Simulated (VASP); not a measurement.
# AgCl in VASP: single point with PBE

Aim: the single point of AgCl with PBE.

Everything below comes from runs of VASP 6.6.1. Logs are shortened: lines on timing, memory, paths and dates and some standing lists are left out, and cuts for length are marked.

## (1) The cell of the first run

The cell holds a slab with vacuum, 16 atoms: a = 7.937 Å, b = 5.612 Å, c = 21.952 Å, α = 90.00°, β = 90.00°, γ = 90.00°.

## (2) Single point, PBE

The input, INCAR:

```
SYSTEM = AgCl
PREC = Accurate ; ENCUT = 520
EDIFF = 1E-6 ; ISMEAR = 0
SIGMA = 0.05 ; LREAL = Auto
LASPH = .TRUE. ; NELM = 80
ALGO = Normal ; ISIF = 2
LWAVE = .FALSE. ; LCHARG = .TRUE.
LDIPOL = .TRUE. ; IDIPOL = 3
DIPOL = 0.5 0.5 0.500 ; GGA = PE
LELF = .TRUE. ; LVHAR = .TRUE.
LVACPOTAV = .TRUE. ; NBANDS = 86
```

The input, KPOINTS:

```
regular mesh
0
G
  2 3 1
  0 0 0
```

The input, POSCAR:

```
AgCl
1.0
    7.9366307866      0.0000000000      0.0000000000
    0.0000000000      5.6120454490      0.0000000000
    0.0000000000      0.0000000000     21.9524730900
Ag Cl
8 8
Direct
    0.2500000000      0.0000000000      0.3644236331
    0.7500000000      0.0000000000      0.3644236331
    0.5000000000      0.5000000000      0.4548078777
    0.0000000000      0.5000000000      0.4548078777
    0.7500000000      0.0000000000      0.5530471579
    0.2500000000      0.0000000000      0.5530471579
    0.0000000000      0.5000000000      0.6274629621
    0.5000000000      0.5000000000      0.6274629621
    0.2500000000      0.5000000000      0.3644236331
    0.7500000000      0.5000000000      0.3644236331
    0.5000000000      0.0000000000      0.4548078777
    0.0000000000      0.0000000000      0.4548078777
    0.7500000000      0.5000000000      0.5466916846
    0.2500000000      0.5000000000      0.5466916846
    0.0000000000      0.0000000000      0.6372389699
    0.5000000000      0.0000000000      0.6372389699
```

Potentials or basis: VASP PAW PBE potentials, release 64 (Ag, Cl).

Run with:

```console
cat potpaw_PBE.64/Ag/POTCAR potpaw_PBE.64/Cl/POTCAR > POTCAR
mpirun -np 1 vasp_std > vasp.out
```

OUTCAR:

```text
SYSTEM = AgCl
   PREC = Accurate
   ENCUT = 520
   EDIFF = 1E-6
   ISMEAR = 0
   LREAL = Auto
   LASPH = .TRUE.
   NELM = 80
   ISIF = 2
   GGA = PE

 ion  position               nearest neighbor table
   1  0.250  0.000  0.364-   9 2.81   9 2.81  12 2.81  11 2.81
   2  0.750  0.000  0.364-  10 2.81  10 2.81  12 2.81  11 2.81
   3  0.500  0.500  0.455-  11 2.81  11 2.81   9 2.81  10 2.81  14 2.83  13 2.83
   4  0.000  0.500  0.455-  12 2.81  12 2.81   9 2.81  10 2.81  14 2.83  13 2.83
   5  0.750  0.000  0.553-  15 2.71  16 2.71  13 2.81  13 2.81  11 2.93  12 2.93
   6  0.250  0.000  0.553-  15 2.71  16 2.71  14 2.81  14 2.81  11 2.93  12 2.93
   7  0.000  0.500  0.627-  13 2.66  14 2.66  15 2.81  15 2.81
   8  0.500  0.500  0.627-  13 2.66  14 2.66  16 2.81  16 2.81
   9  0.250  0.500  0.364-   1 2.81   1 2.81   4 2.81   3 2.81
  10  0.750  0.500  0.364-   2 2.81   2 2.81   4 2.81   3 2.81
  11  0.500  0.000  0.455-   3 2.81   3 2.81   1 2.81   2 2.81   6 2.93   5 2.93
  12  0.000  0.000  0.455-   4 2.81   4 2.81   1 2.81   2 2.81   6 2.93   5 2.93
  13  0.750  0.500  0.547-   7 2.66   8 2.66   5 2.81   5 2.81   3 2.83   4 2.83
  14  0.250  0.500  0.547-   7 2.66   8 2.66   6 2.81   6 2.81   3 2.83   4 2.83
  15  0.000  0.000  0.637-   5 2.71   6 2.71   7 2.81   7 2.81
  16  0.500  0.000  0.637-   5 2.71   6 2.71   8 2.81   8 2.81

  LATTYP: Found a simple orthorhombic cell.
 ALAT       =     5.6120454490
 B/A-ratio  =     1.4142135624
 C/A-ratio  =     3.9116705824

  Lattice vectors:

 A1 = (   0.0000000000,  -5.6120454490,   0.0000000000)
 A2 = (   7.9366307866,   0.0000000000,   0.0000000000)
 A3 = (   0.0000000000,   0.0000000000,  21.9524730900)

Analysis of symmetry for initial positions (statically):
=====================================================================
 Subroutine PRICEL returns following result:

  LATTYP: Found a simple orthorhombic cell.
 ALAT       =     3.9683153933
 B/A-ratio  =     1.4142135624
 C/A-ratio  =     5.5319375892

  Lattice vectors:

 A1 = (   3.9683153933,   0.0000000000,   0.0000000000)
 A2 = (   0.0000000000,   5.6120454490,   0.0000000000)
 A3 = (   0.0000000000,   0.0000000000,  21.9524730900)

   2 primitive cells build up your supercell.

 Routine SETGRP: Setting up the symmetry group for a
 simple orthorhombic supercell.

 Subroutine GETGRP returns: Found  4 space group operations
 (whereof  4 operations were pure point group operations)
 out of a pool of  8 trial point group operations.

The static configuration has the point symmetry C_2v.

Analysis of symmetry for dynamics (positions and initial velocities):
=====================================================================
 Subroutine PRICEL returns following result:

  LATTYP: Found a simple orthorhombic cell.
 ALAT       =     3.9683153933
 B/A-ratio  =     1.4142135624
 C/A-ratio  =     5.5319375892

  Lattice vectors:

 A1 = (   3.9683153933,   0.0000000000,   0.0000000000)
 A2 = (   0.0000000000,   5.6120454490,   0.0000000000)
 A3 = (   0.0000000000,   0.0000000000,  21.9524730900)

   2 primitive cells build up your supercell.

 Routine SETGRP: Setting up the symmetry group for a
 simple orthorhombic supercell.

 Subroutine GETGRP returns: Found  4 space group operations
 (whereof  4 operations were pure point group operations)
 out of a pool of  8 trial point group operations.

The dynamic configuration has the point symmetry C_2v.

 Subroutine INISYM returns: Found  4 space group operations
 (whereof  4 operations are pure point group operations),
 and found     2 'primitive' translations

----------------------------------------------------------------------------------------

                                     Primitive cell

  volume of cell :     488.8896

  direct lattice vectors                    reciprocal lattice vectors
     3.968315393  0.000000000  0.000000000     0.251996099  0.000000000  0.000000000
     0.000000000  5.612045449  0.000000000     0.000000000  0.178188151  0.000000000
     0.000000000  0.000000000 21.952473090     0.000000000  0.000000000  0.045552954

  length of vectors
     3.968315393  5.612045449 21.952473090     0.251996099  0.178188151  0.045552954

  position of ions in fractional coordinates (direct lattice)
     0.500000000  0.000000000  0.364423633
     1.000000000  0.500000000  0.454807878
     0.500000000  0.000000000  0.553047158
     0.000000000  0.500000000  0.627462962
     0.500000000  0.500000000  0.364423633
     1.000000000  0.000000000  0.454807878
     0.500000000  0.500000000  0.546691685
     0.000000000  0.000000000  0.637238970

  ion indices of the primitive-cell ions
   primitive index   ion index
                 1           1
                 2           3
                 3           6
                 4           7
                 5           9
                 6          11
                 7          14
                 8          15

----------------------------------------------------------------------------------------

 KPOINTS: regular mesh

Automatic generation of k-mesh.
 Grid dimensions read from file:
 generate k-points for:    2    3    1

 Generating k-lattice:

  Cartesian coordinates                     Fractional coordinates (reciprocal lattice)
     0.062999025  0.000000000  0.000000000     0.500000000  0.000000000  0.000000000
     0.000000000  0.059396050  0.000000000     0.000000000  0.333333333  0.000000000
     0.000000000  0.000000000  0.045552954     0.000000000  0.000000000  1.000000000

  Length of vectors
     0.062999025  0.059396050  0.045552954

  Shift w.r.t. Gamma in fractional coordinates (k-lattice)
     0.000000000  0.000000000  0.000000000

 Subroutine IBZKPT returns following result:
 ===========================================

 Found      4 irreducible k-points:

 Following reciprocal coordinates:
            Coordinates               Weight
  0.000000  0.000000  0.000000      1.000000
  0.500000  0.000000  0.000000      1.000000
  0.000000  0.333333  0.000000      2.000000
  0.500000  0.333333  0.000000      2.000000
   k-points           NKPTS =      4   k-points in BZ     NKDIM =      4   number of bands    NBANDS=     86
   number of dos      NEDOS =    301   number of ions     NIONS =     16
   total plane-waves  NPLWV = 423360
   dimension x,y,z NGX =    60 NGY =   42 NGZ =  168
   dimension x,y,z NGXF=   120 NGYF=   84 NGZF=  336
   ions per type =               8   8
   NGX,Y,Z   is equivalent  to a cutoff of  12.57, 12.44, 12.72 a.u.
   NGXF,Y,Z  is equivalent  to a cutoff of  25.14, 24.88, 25.45 a.u.
 SYSTEM =  AgCl
   PREC   = accura    normal or accurate (medium, high low for compatibility)
   ISTART =      0    job   : 0-new  1-cont  2-samecut
   ICHARG =      2    charge: 1-file 2-atom 10-const
   ISPIN  =      1    spin polarized calculation?
   LNONCOLLINEAR =      F non collinear calculations
   LSORBIT =      F    spin-orbit coupling
   LASPH  =      T    aspherical Exc in radial PAW
   ENCUT  =  520.0 eV  38.22 Ry    6.18 a.u.  14.76 10.43 40.82*2*pi/ulx,y,z
   NELM   =     80;   NELMIN=  2; NELMDL= -5     # of ELM steps
   EDIFF  = 0.1E-05   stopping-criterion for ELM
   LREAL  =      T    real-space projection
   EDIFFG = 0.1E-04   stopping-criterion for IOM
   NSW    =      0    number of steps for IOM
   IBRION =     -1    ionic relax: 0-MD 1-quasi-New 2-CG
   NFREE  =      0    steps in history (QN), initial steepest desc. (CG)
   ISIF   =      2    stress and relaxation
   ISYM   =      2    0-nonsym 1-usesym 2-fastsym
   POTIM  = 0.5000    time-step for ionic-motion
   TEBEG  =    0.0;   TEEND  =   0.0 temperature during run
   PSTRESS=    0.0 pullay stress
   NELECT =     144.0000    total number of electrons
   NUPDOWN=      -1.0000    fix difference up-down
   EMIN   =  10.00;   EMAX   =-10.00  energy-range for DOS
   EFERMI =   0.00;   METHOD = LEGACY
   ISMEAR =     0;   SIGMA  =   0.05  broadening in eV -4-tet -1-fermi 0-gaus
   EFERMI_NEDOS =   21; number of points for ismear=-14 and -15
   IALGO  =     38    algorithm
   IMIX   =      4    mixing-type and parameters
     AMIX     =   0.40;   BMIX     =  1.00
     AMIX_MAG =   1.60;   BMIX_MAG =  1.00
  volume/ion in A,a.u.               =      61.11       412.40
  Fermi-wavevector in a.u.,A,eV,Ry     =   0.864534  1.633732 10.169252  0.747419
  Thomas-Fermi vector in A             =   1.982645
   LORBIT       =      0    0 simple, 1 ext, 2 COOP (PROOUT), +10 PAW based schemes
   GGA     = PE    functional components
   LHFCALC =     F    Hartree Fock is set to
   AEXX    =    0.0000 exact exchange contribution
   IVDW    =     0    specifies the selected vdW correction
   LEPSILON=     F    determine dielectric tensor
   LRPA    =     F    only Hartree local field effects (RPA)
 non-spin polarized calculation
 Gauss-broadening in eV      SIGMA  =   0.05
  energy-cutoff  :      520.00
  volume of cell :      977.78
 maximum number of plane-waves:     26402
 NGX is ok and might be reduce to    60
   NGX = 29   NGY = 21   NGZ = 81

 number of electron     143.9999963 magnetization

 dipolmoment           0.000000      0.000000      0.031852 electrons x Angstroem

 Free energy of the ion-electron system (eV)
  ---------------------------------------------------
  ext. energy  EPLUGINS =         0.00000000
  ---------------------------------------------------
  free energy    TOTEN  =       -41.63031222 eV

  energy without entropy =      -41.63031222  energy(sigma->0) =      -41.63031222

 E-fermi :  -2.2654     XC(G=0):  -4.1256

 val. band max:       -2.5494805554   @ k =   0.0000   0.3333   0.0000
 cond. band min:      -1.3175764383   @ k =   0.0000   0.0000   0.0000
 fundamental gap:      1.2319041171
 Fermi energy:        -2.2653734493

 k-point     1 :       0.0000    0.0000    0.0000
  band No.  band energies     occupation
      1     -17.2354      2.00000
      2     -17.0865      2.00000
      3     -16.7938      2.00000
      4     -16.6953      2.00000
      5     -16.4234      2.00000
      6     -16.3449      2.00000
[... 337 lines left out ...]
     83       3.7200      0.00000
     84       3.7200      0.00000
 [bands above 84 left out]

------------------------ aborting loop because EDIFF is reached ----------------------------------------

  FORCE on cell =-STRESS in cart. coord.  units (eV):
  Direction    XX          YY          ZZ          XY          YZ          ZX
  --------------------------------------------------------------------------------------
  -------------------------------------------------------------------------------------
  Total        0.3703678     -9.8015060     -2.0756821      0.0000000      0.0000000      0.0000000
  in kB        0.6068802    -16.0606301     -3.4011878      0.0000000      0.0000000      0.0000000
  external PRESSURE =      -6.2849793 kB  Pullay stress =       0.0000000 kB

 VOLUME and BASIS-vectors are now :
 -----------------------------------------------------------------------------
  energy-cutoff  :      520.00
  volume of cell :      977.78
      direct lattice vectors                 reciprocal lattice vectors
     7.936630787  0.000000000  0.000000000     0.125998050  0.000000000  0.000000000
     0.000000000  5.612045449  0.000000000     0.000000000  0.178188151  0.000000000
     0.000000000  0.000000000 21.952473090     0.000000000  0.000000000  0.045552954

 POSITION                                       TOTAL-FORCE (eV/Angst)
 -----------------------------------------------------------------------------------
      1.98416      0.00000      8.00000        -0.000000      0.000000      0.397549
      5.95247      0.00000      8.00000         0.000000      0.000000      0.397549
      3.96832      2.80602      9.98416        -0.000000     -0.000000     -0.305069
      0.00000      2.80602      9.98416        -0.000000      0.000000     -0.305069
      5.95247      0.00000     12.14075         0.000000      0.000000      0.005715
      1.98416      0.00000     12.14075        -0.000000      0.000000      0.005715
[... 8 lines left out ...]
      0.00000      0.00000     13.98897        -0.000000      0.000000     -0.010852
      3.96832      0.00000     13.98897        -0.000000      0.000000     -0.010852
 -----------------------------------------------------------------------------------
    total drift:                                0.000000     -0.000000      0.002851

  FREE ENERGIE OF THE ION-ELECTRON SYSTEM (eV)
  ---------------------------------------------------
  free  energy   TOTEN  =       -41.6303122234 eV

  energy  without entropy=      -41.6303122234  energy(sigma->0) =      -41.63031222

 vacuum level on the upper side and lower side of the slab         3.264         3.135
```

It took 12 min on 1 thread of Intel Xeon 6975P-C, shared host; peak memory 0.9 GiB.

What came out:

| Item | Value |
| --- | --- |
| Free energy | -41.6303 eV |
| Largest force | 0.398 eV/Å |
| Band gap on the k mesh | 1.23 eV |

Forces in eV/Å, atoms in the order of the input:
```
Ag   0.000  0.000  0.398
Ag   0.000  0.000  0.398
Ag   0.000  0.000 -0.305
Ag   0.000  0.000 -0.305
Ag   0.000  0.000  0.006
Ag   0.000  0.000  0.006
Ag   0.000  0.000 -0.005
Ag   0.000  0.000 -0.005
Cl   0.000  0.000  0.052
Cl   0.000  0.000  0.052
Cl   0.000  0.000 -0.131
Cl   0.000  0.000 -0.131
Cl   0.000  0.000 -0.003
Cl   0.000  0.000 -0.003
Cl   0.000  0.000 -0.011
Cl   0.000  0.000 -0.011
```
